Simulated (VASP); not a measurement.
# Ga (P6/mmm) in VASP: a series of runs

Ga is run at these levels: PBEsol; tasks: relaxation of cell and atoms.

Program: VASP 6.6.1. These are calculated values, not measurements. Logs are shortened: lines on timing, memory, paths and dates and some standing lists are left out, and cuts for length are marked.

### Step 1. The cell of the first run

It takes space group P6/mmm (No. 191, hexagonal). Conventional cell: a = 3.713 Å, b = 3.713 Å, c = 2.221 Å, α = 90.00°, β = 90.00°, γ = 120.00°. Within 2.9 Å of Ga (site symmetry 6/mmm) lie 14 Ga at 2.22 to 2.41 Å. Ga (site symmetry -6m2) has 11 Ga at 2.14 to 2.41 Å within 2.8 Å.

This isn't the form of Ga at room conditions, which is orthorhombic.

### Step 2. Relaxation of cell and atoms, PBEsol, target pressure 230 GPa, at which the enthalpy is minimised

The input, INCAR:

```
SYSTEM = Ga
PREC = Accurate
ENCUT = 600
EDIFF = 1E-6
ISMEAR = -1
SIGMA = 0.05
LREAL = .FALSE.
LASPH = .TRUE.
NELM = 100
ALGO = Normal
ISIF = 3
LWAVE = .FALSE.
LCHARG = .FALSE.
GGA = PS
IBRION = 2
NSW = 32
EDIFFG = -0.005
PSTRESS = 2300.0
```

The input, KPOINTS:

```
Automatic mesh
0
G
  10 10 13
  0 0 0
```

The input, POSCAR:

```
Ga
1.0
    3.7132337316      0.0000000000      0.0000000000
   -1.8566168658      3.2157547417      0.0000000000
    0.0000000000      0.0000000000      2.2206481996
Ga
3
Direct
    0.0000000000      0.0000000000      0.0000000000
    0.3333333333      0.6666666667      0.5000000000
    0.6666666667      0.3333333333      0.5000000000
```

Potentials or basis: VASP PAW PBE potentials, release 64 (Ga_d).

Run with:

```
> cat potpaw_PBE.64/Ga_d/POTCAR > POTCAR
> mpirun -np 1 vasp_std > vasp.out
```

OUTCAR:

```text
SYSTEM = Ga
   PREC = Accurate
   ENCUT = 600
   EDIFF = 1E-6
   ISMEAR = -1
   LREAL = .FALSE.
   LASPH = .TRUE.
   NELM = 100
   ISIF = 3
   GGA = PS
   IBRION = 2
   NSW = 32
   EDIFFG = -0.005
   PSTRESS = 2300.0

 ion  position               nearest neighbor table
   1  0.000  0.000  0.000-   2 2.41   3 2.41   2 2.41   3 2.41   2 2.41   2 2.41   3 2.41   3 2.41
                             3 2.41   3 2.41   2 2.41   2 2.41
   2  0.333  0.667  0.500-   3 2.14   3 2.14   3 2.14   1 2.41   1 2.41   1 2.41   1 2.41   1 2.41
                             1 2.41
   3  0.667  0.333  0.500-   2 2.14   2 2.14   2 2.14   1 2.41   1 2.41   1 2.41   1 2.41   1 2.41
                             1 2.41

  LATTYP: Found a hexagonal cell.
 ALAT       =     3.7132337316
 C/A-ratio  =     0.5980362024

  Lattice vectors:

 A1 = (   3.7132337316,   0.0000000000,   0.0000000000)
 A2 = (  -1.8566168658,   3.2157547417,   0.0000000000)
 A3 = (   0.0000000000,   0.0000000000,   2.2206481996)

Analysis of symmetry for initial positions (statically):
=====================================================================
 Subroutine PRICEL returns:
 Original cell was already a primitive cell.

 Routine SETGRP: Setting up the symmetry group for a
 hexagonal supercell.

 Subroutine GETGRP returns: Found 24 space group operations
 (whereof 24 operations were pure point group operations)
 out of a pool of 24 trial point group operations.

The static configuration has the point symmetry D_6h.

Analysis of symmetry for dynamics (positions and initial velocities):
=====================================================================
 Subroutine PRICEL returns:
 Original cell was already a primitive cell.

 Routine SETGRP: Setting up the symmetry group for a
 hexagonal supercell.

 Subroutine GETGRP returns: Found 24 space group operations
 (whereof 24 operations were pure point group operations)
 out of a pool of 24 trial point group operations.

The dynamic configuration has the point symmetry D_6h.

 Subroutine INISYM returns: Found 24 space group operations
 (whereof 24 operations are pure point group operations),
 and found     1 'primitive' translations

----------------------------------------------------------------------------------------

                                     Primitive cell

  volume of cell :      26.5164

  direct lattice vectors                    reciprocal lattice vectors
[... 89 lines left out ...]
   EDIFF  = 0.1E-05   stopping-criterion for ELM
   LREAL  =      F    real-space projection
   EDIFFG = -.5E-02   stopping-criterion for IOM
   NSW    =     32    number of steps for IOM
   IBRION =      2    ionic relax: 0-MD 1-quasi-New 2-CG
   NFREE  =      1    steps in history (QN), initial steepest desc. (CG)
   ISIF   =      3    stress and relaxation
   ISYM   =      2    0-nonsym 1-usesym 2-fastsym
   POTIM  = 0.5000    time-step for ionic-motion
   TEBEG  =    0.0;   TEEND  =   0.0 temperature during run
   PSTRESS= 2300.0 pullay stress
   NELECT =      39.0000    total number of electrons
   NUPDOWN=      -1.0000    fix difference up-down
   EMIN   =  10.00;   EMAX   =-10.00  energy-range for DOS
   EFERMI =   0.00;   METHOD = LEGACY
   ISMEAR =    -1;   SIGMA  =   0.05  broadening in eV -4-tet -1-fermi 0-gaus
   EFERMI_NEDOS =   21; number of points for ismear=-14 and -15
   IALGO  =     38    algorithm
   IMIX   =      4    mixing-type and parameters
     AMIX     =   0.40;   BMIX     =  1.00
     AMIX_MAG =   1.60;   BMIX_MAG =  1.00
  volume/ion in A,a.u.               =       8.84        59.65
  Fermi-wavevector in a.u.,A,eV,Ry     =   1.861764  3.518224 47.160058  3.466167
  Thomas-Fermi vector in A             =   2.909486
   LORBIT       =      0    0 simple, 1 ext, 2 COOP (PROOUT), +10 PAW based schemes
   GGA     = PS    functional components
   LHFCALC =     F    Hartree Fock is set to
   AEXX    =    0.0000 exact exchange contribution
   IVDW    =     0    specifies the selected vdW correction
   LEPSILON=     F    determine dielectric tensor
   LRPA    =     F    only Hartree local field effects (RPA)
 conjugate gradient relaxation of ions
 non-spin polarized calculation
  energy-cutoff  :      600.00
  volume of cell :       26.52
 maximum number of plane-waves:       927
 NGX is ok and might be reduce to    30
   NGX = 15   NGY = 15   NGZ =  9

--------------------------------------- Ionic step        1  -------------------------------------------

 number of electron      39.0000011 magnetization

 Free energy of the ion-electron system (eV)
  ---------------------------------------------------
  ext. energy  EPLUGINS =         0.00000000
  ---------------------------------------------------
  free energy    TOTEN  =         0.20804552 eV

  energy without entropy =        0.21522984  energy(sigma->0) =        0.21163768

------------------------ aborting loop because EDIFF is reached ----------------------------------------

  FORCE on cell =-STRESS in cart. coord.  units (eV):
  Direction    XX          YY          ZZ          XY          YZ          ZX
  --------------------------------------------------------------------------------------
  -------------------------------------------------------------------------------------
  Total       38.3532196     38.3532196     38.3567608      0.0000000      0.0000000      0.0000000
  in kB     2317.3810015   2317.3810014   2317.5949672      0.0000000      0.0000000      0.0000000
  external PRESSURE =      17.4523233 kB  Pullay stress =    2300.0000000 kB
[... 65 lines left out ...]
--------------------------------------- Ionic step        3  -------------------------------------------

 number of electron      39.0000013 magnetization

 Free energy of the ion-electron system (eV)
  ---------------------------------------------------
  ext. energy  EPLUGINS =         0.00000000
  ---------------------------------------------------
  free energy    TOTEN  =         0.12912433 eV

  energy without entropy =        0.13637684  energy(sigma->0) =        0.13275059

 E-fermi :  16.0304     XC(G=0): -15.6136

 val. band max:       16.0172634328   @ k =   0.2000  -0.0000   0.0000
 cond. band min:      16.0637075312   @ k =   0.1000   0.1000   0.3077
 fundamental gap:      0.0464440985
 Fermi energy:        16.0304092246

 k-point     1 :       0.0000    0.0000    0.0000
  band No.  band energies     occupation
      1      -3.5305      2.00000
      2      -2.4437      2.00000
      3      -1.5616      2.00000
      4      -1.5182      2.00000
      5      -1.4088      2.00000
      6      -1.4088      2.00000
[... 613 lines left out ...]
     22      24.7222      0.00000
     23      27.0181      0.00000

 [... further k-points ...]
[... 5 lines left out ...]
  --------------------------------------------------------------------------------------
  -------------------------------------------------------------------------------------
  Total       38.1571812     38.1571812     38.1587394      0.0000000     -0.0000000      0.0000000
  in kB     2300.7831832   2300.7831831   2300.8771421      0.0000000     -0.0000000      0.0000000
  external PRESSURE =       0.8145028 kB  Pullay stress =    2300.0000000 kB
[... 22 lines left out ...]
  energy  without entropy=        0.1363768396  energy(sigma->0) =        0.13275059

  enthalpy is  TOTEN    =        38.2733168523 eV   P V=       38.1441925205

 reached required accuracy - stopping structural energy minimisation
```

OSZICAR:

```text
N       E                     dE             d eps       ncg     rms          rms(c)
DAV:   1     0.197452190984E+03    0.19745E+03   -0.20838E+04  5396   0.407E+03
DAV:   2     0.138963134042E+02   -0.18356E+03   -0.18110E+03  4683   0.468E+02
DAV:   3    -0.221373705900E+00   -0.14118E+02   -0.14006E+02  4977   0.127E+02
DAV:   4    -0.477705420997E+00   -0.25633E+00   -0.25123E+00  5086   0.187E+01
[... 22 lines left out ...]
DAV:   3     0.127824903778E+00    0.11751E-01   -0.10709E-02  4816   0.297E+00    0.138E-01
DAV:   4     0.129136705622E+00    0.13118E-02   -0.18648E-03  5352   0.827E-01    0.525E-03
DAV:   5     0.129126161262E+00   -0.10544E-04   -0.11183E-04  5030   0.242E-01    0.238E-03
DAV:   6     0.129124646328E+00   -0.15149E-05   -0.11861E-05  5040   0.589E-02    0.162E-03
DAV:   7     0.129124331855E+00   -0.31447E-06   -0.15606E-06  2991   0.393E-02
   3 F= 0.38273317E+02 E0= 0.38276943E+02  d E =-.288496E-03
```

CONTCAR:

```text
Ga
   1.00000000000000
     3.7157783619238645   -0.0000000000000000    0.0000000000000000
    -1.8578891809619322    3.2179584561936396    0.0000000000000000
     0.0000000000000000    0.0000000000000000    2.2221887142671282
  Ga
     3
Direct
     0.0000000000000000    1.0000000000000000    0.0000000000000000
     0.3333333332999970    0.6666666667000030    0.5000000000000000
     0.6666666667000030    0.3333333332999970    0.5000000000000000

  0.00000000E+00  0.00000000E+00  0.00000000E+00
  0.00000000E+00  0.00000000E+00  0.00000000E+00
  0.00000000E+00  0.00000000E+00  0.00000000E+00
```

Wall time 60 s (1 thread of Intel Xeon 6975P-C (Granite Rapids), shared host); peak memory 0.18 GiB.

Results:

- Free energy: 0.1291 eV
- Relaxed volume: 8.86 Å³/atom
- Relaxed cell: a = 3.716 Å, b = 3.716 Å, c = 2.222 Å, α = 90.00°, β = 90.00°, γ = 120.00°
- Space group after relaxing (to 0.1 Å): P6/mmm (No. 191)
- Energy change on relaxing (the run minimises the enthalpy): -26.3 meV/atom
- Ionic steps: 3
- Pressure after relaxing: 230.1 GPa
- Band gap on the k mesh: zero (an odd number of electrons rules out a gap without spin polarisation)

Step by step:
| step | energy change (eV) | largest force (eV/Å) | pressure (GPa) | volume (Å³) |
| --- | --- | --- | --- | --- |
| 1 | 0.0000 | 0.0000 | 231.75 | 26.52 |
| 2 | -0.5230 | 0.0000 | 219.71 | 26.89 |
| 3 | -0.0789 | 0.0000 | 230.08 | 26.57 |

Final structure:
```
CELL_PARAMETERS angstrom
3.71578 0.00000 0.00000
-1.85789 3.21796 0.00000
0.00000 0.00000 2.22219
ATOMIC_POSITIONS crystal
Ga 0.00000 0.00000 0.00000
Ga 0.33333 0.66667 0.50000
Ga 0.66667 0.33333 0.50000
```

Levels at points of the mesh, in eV from the Fermi level:
```tsv
k point	band 15	band 16	band 17	band 18	band 19	band 20	band 21	band 22	band 23
(0.00, 0.00, 0.00)	-16.03	-16.03	-3.97	-3.97	-3.94	-3.94	-1.71	-1.53	10.01
(0.50, 0.00, 0.00)	-16.00	-14.95	-14.75	-9.10	-5.05	7.44	7.48	8.13	8.14
```

Caveat: the cell is relaxed towards a set pressure, so the run minimises the enthalpy, not the energy; the PAW data sets were made with another functional, which shifts forces and pressure a little.

### Step 3. Relaxation of cell and atoms, PBEsol, target pressure 230 GPa, at which the enthalpy is minimised

This run uses another cell than the first one, of 8.86 Å³/atom.

The input, INCAR:

```
PREC = Accurate
ENCUT = 600
EDIFF = 1E-6
ISMEAR = -1
SIGMA = 0.05
LREAL = F
LASPH = T
NELM = 100
ALGO = Normal
ISIF = 3
LWAVE = F
LCHARG = F
GGA = PS
IBRION = 2
NSW = 60
EDIFFG = -0.005
PSTRESS = 2300.0
```

The input, KPOINTS:

```
regular mesh
0
Gamma
  10 10 13
```

The input, POSCAR:

```
Ga
1.0
    3.6717917386      0.0000000000      0.0000000000
   -1.8358958693      3.1798649230      0.0000000000
    0.0000000000      0.0000000000      2.2765108779
Ga
3
Direct
    0.0000000000      0.0000000000      0.0000000000
    0.3333333333      0.6666666667      0.5000000000
    0.6666666667      0.3333333333      0.5000000000
```

Potentials or basis: VASP PAW PBE potentials, release 64 (Ga_d).

Run with:

```
> cat potpaw_PBE.64/Ga_d/POTCAR > POTCAR
> mpirun -np 1 vasp_std > vasp.out
```

It took 2.3 min on 1 thread of Intel Xeon 6975P-C (Granite Rapids), shared host; peak memory 0.19 GiB.

Results (log left out):

```
Free energy                                                : 0.1335 eV
Relaxed volume                                             : 8.86 Å³/atom
Relaxed cell                                               : a = 3.716 Å, b = 3.716 Å, c = 2.222 Å, α = 90.00°, β = 90.00°, γ = 120.00°
Space group after relaxing (to 0.1 Å)                      : P6/mmm (No. 191)
Energy change on relaxing (the run minimises the enthalpy) : -12.7 meV/atom
Ionic steps                                                : 9
Pressure after relaxing                                    : 230.0 GPa
Band gap on the k mesh                                     : zero (an odd number of electrons rules out a gap without spin polarisation)
```

The path:
| step | energy change (eV) | largest force (eV/Å) | pressure (GPa) | volume (Å³) |
| --- | --- | --- | --- | --- |
| 1 | 0.0000 | 0.0000 | 230.20 | 26.58 |
| 2 | 0.0043 | 0.0000 | 230.44 | 26.58 |
| 3 | -0.0691 | 0.0000 | 229.36 | 26.59 |
| 4 | -0.0690 | 0.0000 | 229.35 | 26.59 |
| 5 | 0.1114 | 0.0000 | 233.49 | 26.46 |
| 6 | -0.0403 | 0.0000 | 229.97 | 26.57 |
| 7 | -0.0394 | 0.0000 | 229.99 | 26.57 |
| 8 | -0.0366 | 0.0000 | 230.11 | 26.57 |
| 9 | -0.0380 | 0.0000 | 230.05 | 26.57 |

Final structure:
```
Ga
1.0
     3.71562    0.00000    0.00000
    -1.85781    3.21782    0.00000
     0.00000    0.00000    2.22212
Ga
3
Direct
  0.00000 0.00000 0.00000
  0.33333 0.66667 0.50000
  0.66667 0.33333 0.50000
```

Levels at points of the mesh, in eV from the Fermi level:
| k point | band 17 | band 18 | band 19 | band 20 | band 21 | band 22 |
| --- | --- | --- | --- | --- | --- | --- |
| (0.00, 0.00, 0.00) | -3.97 | -3.97 | -3.94 | -3.94 | -1.71 | -1.53 |
| (0.50, 0.00, 0.00) | -14.75 | -9.10 | -5.05 | 7.44 | 7.48 | 8.13 |

Caveat: the cell is relaxed towards a set pressure, so the run minimises the enthalpy, not the energy; the PAW data sets were made with another functional, which shifts forces and pressure a little.

The gap in the log of VASP goes by the Fermi energy; the results here count the filled bands.